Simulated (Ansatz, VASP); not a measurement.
**SnSe: VASP beside Ansatz**

File INCAR:

```
SYSTEM = SnSe
PREC = Accurate ; ENCUT = 520
EDIFF = 1E-8 ; ISMEAR = -1
SIGMA = 0.01 ; LREAL = .FALSE.
LASPH = .TRUE. ; NELM = 80
ALGO = Normal ; ISIF = 2
LWAVE = .FALSE. ; LCHARG = .FALSE.
GGA = PS ; LEFG = .TRUE.
NBANDS = 17
```

KPOINTS

```
Automatic mesh
0
G
  7 7 7
  0 0 0
```

File POSCAR:

```
SnSe
1.0
    0.0000000000      3.0100000000      2.9799000000
    3.0100000000      0.0000000000      2.9799000000
    3.0100000000      3.0100000000      0.0000000000
Sn Se
1 1
Direct
    0.0000000000      0.0000000000      0.0000000000
    0.5000000000      0.5000000000      0.5000000000
```

Input for Ansatz:

```yaml
crystal:
  lattice:
    - [0.0, 3.01, 2.9799]
    - [3.01, 0.0, 2.9799]
    - [3.01, 3.01, 0.0]
  atoms:
    - { symbol: Sn, position: [0.0, 0.0, 0.0] }
    - { symbol: Se, position: [0.5, 0.5, 0.5] }
kpoints:
  mp_grid: { grid: [7, 7, 7] }
scf:
  occupations: { method: fermi_dirac, width: 0.01 }
hamiltonian:
  xc: pbesol
  pseudopotentials: { kind: all_electron, datasets: crystal }
output:
  forces: true
  stress: true
  eigenvalues: true
  efg: { contact_densities: true }
```

Change from the starting cell: zz strain of -1 %, crystal datasets.

Alike in both runs: task electric field gradients; functional PBEsol; k mesh 7 × 7 × 7; occupations fermi-dirac, width 0.01 eV; no spin polarisation.

```csv
,VASP,Ansatz
version,VASP 6.6.1,Ansatz 0.2.0
potentials or method,"VASP PAW PBE potentials, release 64 (Sn_d, Se), cutoff 520 eV","all-electron PAW with datasets made for the crystal, scalar-relativistic"
```

VASP gave:

| Quantity | Value |
| --- | --- |
| gap on the k mesh at the Fermi level (eV) | 0.68 |
| pressure (GPa) | -1.4 |
| traceless stress, the component that is largest in VASP (GPa) | 0.82 |
| size of Vzz on the site where it differs most (V/Å²) | 13.8 |

Question: What did Ansatz give for the same quantities?

Answer: gap on the k mesh at the Fermi level (eV): 0.68; pressure (GPa): -1.4; traceless stress, the component that is largest in VASP (GPa): 0.81; size of Vzz on the site where it differs most (V/Å²): 14.4.

VASP's potentials were made for PBE, not for PBEsol. Ansatz ran all-electron here, and VASP with PAW potentials.
